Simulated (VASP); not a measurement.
Wanted: the native input for a VASP 6.6.1 run.

| Quantity | Value |
| --- | --- |
| Task | relaxation of cell and atoms |
| Functional | PBEsol |
| Dispersion | D3(BJ) |
| Potentials or basis | VASP PAW PBE potentials, release 64 (Ge_d) |
| Cutoff | 600 eV |
| k mesh | 6 × 6 × 3 |
| Occupations | fermi-dirac, width 0.1 eV |
| Spin | no spin polarisation |
| Dipole correction | no |
| Further INCAR settings | ALGO = Normal; EDIFF = 1e-07; IBRION = 2; EDIFFG = -0.005; NSW = 80; ISIF = 3 |

The structure of Ge lies in POSCAR:

```
Ge
1.0
    3.9975860000      0.0000000000      0.0000000000
   -1.9987930000      3.4620110000      0.0000000000
    0.0000000000      0.0000000000      6.5993780000
Ge
4
Direct
    0.6666666667      0.3333333333      0.0629010000
    0.3333333333      0.6666666667      0.5629010000
    0.6666666667      0.3333333333      0.4370990000
    0.3333333333      0.6666666667      0.9370990000
```

One way to write it, as run:

INCAR

```
ALGO     = Normal         # electronic algorithm
EDIFF    = 1E-7           # SCF threshold, eV
EDIFFG   = -0.005         # ionic threshold
ENCUT    = 600            # plane-wave cutoff, eV
GGA      = PS             # functional
IBRION   = 2              # ionic algorithm
ISIF     = 3              # what is computed and relaxed
ISMEAR   = -1             # smearing method
IVDW     = 12             # dispersion correction
LASPH    = True           # aspherical terms in the spheres
LCHARG   = False          # write CHGCAR
LREAL    = False          # projectors in reciprocal space
LWAVE    = False          # write WAVECAR
NELM     = 100            # most SCF steps
NSW      = 80             # ionic steps
PREC     = Accurate       # precision mode
SIGMA    = 0.1            # smearing width, eV
```

KPOINTS

```
k-points
0
Gamma
  6 6 3
```

Potentials or basis: VASP PAW PBE potentials, release 64 (Ge_d).

Command:

```console
$ cat potpaw_PBE.64/Ge_d/POTCAR > POTCAR
$ mpirun -np 1 vasp_std > vasp.out
```

Results of the run:

```
Relaxed volume                         : 22.18 Å³/atom
Relaxed cell                           : a = 3.963 Å, b = 3.963 Å, c = 6.524 Å, α = 90.00°, β = 90.00°, γ = 120.00°
Space group after relaxing (to 0.05 Å) : P6_3/mmc (No. 194)
Energy gained by relaxing              : 3.9 meV/atom
Ionic steps                            : 7
Pressure after relaxing                : 0.0 GPa
Band gap on the k mesh                 : zero (filled and empty bands touch)
Dispersion energy per atom             : -0.279 eV
```

Caveat: the PAW data sets were made with another functional, which shifts forces and pressure a little; pairwise dispersion overbinds metals, which lowers pressure and volume.

Run time: 3 min on 1 thread of Intel Xeon 6975P-C (shared host), peak memory 0.25 GiB.
